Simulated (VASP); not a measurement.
Si (a cell with a defect): single point with PBE

Si (a cell with a defect):

```xyz
15
Lattice="0.0000 5.4701 -5.4701 5.4701 5.4701 0.0000 5.4701 0.0000 -5.4701" Properties=species:S:1:pos:R:3 pbc="T T T"
Si    0.0050    0.0050   -2.7301
Si    4.1026    4.1026   -1.3649
Si    1.3649    4.1026   -4.1026
Si    4.1026    6.8402   -4.1026
Si    4.1026    1.3649   -4.1026
Si    6.8402    4.1026   -4.1026
Si    4.1026    4.1026   -6.8402
Si    6.8376    6.8376   -6.8376
Si    2.7301    2.7301   -2.7301
Si    5.4707    8.2045   -5.4707
Si    2.7301    5.4751   -5.4751
Si    8.2045    5.4707   -5.4707
Si    5.4751    2.7301   -5.4751
Si    8.2045    8.2045   -8.2045
Si    5.4707    5.4707   -8.2045
```

```yaml
Program: VASP 6.6.1
Task: single point
Functional: PBE
Potentials_or_basis: VASP PAW PBE potentials, release 64 (Si)
Cutoff: 520 eV
k_mesh: 2 × 2 × 2
Occupations: gaussian, width 0.02 eV
Spin: no spin polarisation
```

The pressure is -1.4 GPa and the largest force is 0.027 eV/Å. The band gap on the k mesh is zero (band 30 reaches 5.92 eV, above the bottom of band 31 at 5.74 eV).

Forces in eV/Å, atoms in the order of the input:
```
Si   0.006  0.006  0.006
Si   0.000  0.000  0.027
Si  -0.027  0.000  0.000
Si   0.000  0.027  0.000
Si   0.000 -0.027  0.000
Si   0.027  0.000  0.000
Si   0.000  0.000 -0.027
Si   0.000  0.000  0.000
Si  -0.006 -0.006  0.006
Si  -0.009  0.009  0.009
Si  -0.006  0.006 -0.006
Si   0.009 -0.009  0.009
Si   0.006 -0.006 -0.006
Si   0.009  0.009 -0.009
Si  -0.009 -0.009 -0.009
```

Levels at points of the mesh, in eV from the Fermi level:
| k point | band 28 | band 29 | band 30 | band 31 | band 32 | band 33 |
| --- | --- | --- | --- | --- | --- | --- |
| (0.00, 0.00, 0.00) | -1.16 | -1.16 | 0.19 | 0.19 | 0.19 | 0.21 |
| (0.50, 0.00, 0.00) | -1.50 | -1.45 | -1.45 | 0.36 | 0.36 | 0.83 |
| (0.50, 0.50, 0.00) | -2.02 | -1.97 | -1.73 | 0.01 | 0.01 | 0.62 |

Run time: 38 s on 1 thread of Intel(R) Xeon(R) 6975P-C (Granite Rapids) (shared host), peak memory 0.43 GiB.

Caveat: the k points lie up to 0.50 Å⁻¹ apart.
